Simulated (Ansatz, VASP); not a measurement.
# One calculation of Hg, two programs

The input INCAR:

```
SYSTEM = Hg
PREC = Accurate ; ENCUT = 520
EDIFF = 1E-6 ; ISMEAR = 0
SIGMA = 0.15 ; LREAL = .FALSE.
LASPH = .TRUE. ; NELM = 80
ALGO = Fast ; ISIF = 2
LWAVE = .FALSE. ; LCHARG = .FALSE.
GGA = PE ; IVDW = 12
NBANDS = 19
```

File KPOINTS:

```
regular mesh
0
G
  15 15 8
  0 0 0
```

Contents of POSCAR:

```
Hg
1.0
    3.4640000000      0.0000000000      0.0000000000
   -1.7320000000      2.9999119987      0.0000000000
    0.0000000000      0.0000000000      5.6033000000
Hg
2
Direct
    0.6666666667      0.3333333333      0.7500000000
    0.3333333333      0.6666666667      0.2500000000
```

Input for Ansatz:

```yaml
crystal:
  lattice:
    - [3.464, 0.0, 0.0]
    - [-1.732, 2.9999119987, 0.0]
    - [0.0, 0.0, 5.6033]
  atoms:
    - { symbol: Hg, position: [0.6666666667, 0.3333333333, 0.75] }
    - { symbol: Hg, position: [0.3333333333, 0.6666666667, 0.25] }
basis:
  ecutwfc: 420
kpoints:
  mp_grid: { grid: [15, 15, 8] }
hamiltonian:
  xc: pbe
  dispersion: d3bj
scf:
  occupations: { method: gaussian, width: 0.15 }
output:
  forces: true
  stress: true
  eigenvalues: true
```

Alike in both runs: task single point; functional PBE; dispersion D3(BJ); k mesh 15 × 15 × 8; occupations gaussian, width 0.15 eV; no spin polarisation.

```csv
,VASP,Ansatz
version,VASP 6.6.1,Ansatz 0.2.0
potentials or method,"VASP PAW PBE potentials, release 64 (Hg), cutoff 520 eV","scalar-relativistic, plane waves, PAW"
valence electrons in the cell,24,40
```

```tsv
	VASP	Ansatz	Ansatz less VASP
gap on the k mesh at the Fermi level (eV)	none	none	-
pressure (GPa)	-1.2	-1.3	-0.09
traceless stress, the component that is largest in VASP (GPa)	-0.22	-0.22	-0.002
```

A gap of «none» marks a metal or a gap that the smearing closes. VASP's potentials hold 24 valence electrons a cell and Ansatz's 40, so a difference there can come from the potentials and not from the codes.

Spin-orbit coupling is off throughout.
